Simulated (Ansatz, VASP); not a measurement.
This is a calculation of Ge for Ansatz 0.2.0.

File input.yaml:

```yaml
crystal:
  lattice:
    - [0.0, 2.8476450493, 2.8476450493]
    - [2.8476450493, 0.0, 2.8476450493]
    - [2.8476450493, 2.8476450493, 0.0]
  atoms:
    - { symbol: Ge, position: [0.75, 0.75, 0.75] }
    - { symbol: Ge, position: [0.5, 0.5, 0.5] }
kpoints:
  mp_grid: { grid: [8, 8, 8] }
scf:
  occupations: { method: fermi_dirac, width: 0.05 }
hamiltonian:
  xc: pbesol
  pseudopotentials: { kind: all_electron, lapw: { basis_error: 0.0005 } }
output:
  forces: true
  stress: true
  eigenvalues: true
```

Potentials or basis: all-electron LAPW, scalar-relativistic.

The run is started by

```sh
$ ansatz run input.yaml --threads 1 --pin off --max-ram 3072MiB --backend cpu --events-out ev --progress --plain --runs-dir out
```

Question: Translate it to VASP 6.6.1. Potentials there: VASP PAW PBE potentials, release 64 (Ge_d).

Answer: As run (the cutoff follows the program's own potentials):

INCAR

```
PREC = Accurate
ENCUT = 520
EDIFF = 1E-6
ISMEAR = -1
SIGMA = 0.05
LREAL = False
LASPH = True
NELM = 80
ALGO = Normal
ISIF = 2
LWAVE = False
LCHARG = False
GGA = PS
NBANDS = 21
```

KPOINTS

```
regular mesh
0
Gamma
  8 8 8
```

The input POSCAR:

```
Ge
1.0
    0.0000000000      2.8476450493      2.8476450493
    2.8476450493      0.0000000000      2.8476450493
    2.8476450493      2.8476450493      0.0000000000
Ge
2
Direct
    0.7500000000      0.7500000000      0.7500000000
    0.5000000000      0.5000000000      0.5000000000
```

Potentials or basis: VASP PAW PBE potentials, release 64 (Ge_d).

Command:

```bash
$ cat potpaw_PBE.64/Ge_d/POTCAR > POTCAR
$ mpirun -np 1 vasp_std > vasp.out
```

Both were run:

|  | VASP | Ansatz | Ansatz less VASP |
| --- | --- | --- | --- |
| gap on the k mesh at the Fermi level (eV) | none | none | - |
| pressure (GPa) | -0.7 | -0.7 | +0.08 |

VASP's potentials were made for PBE, not for PBEsol. A gap of «none» marks a metal or a gap that the smearing closes. Ansatz ran all-electron here, and VASP with PAW potentials.
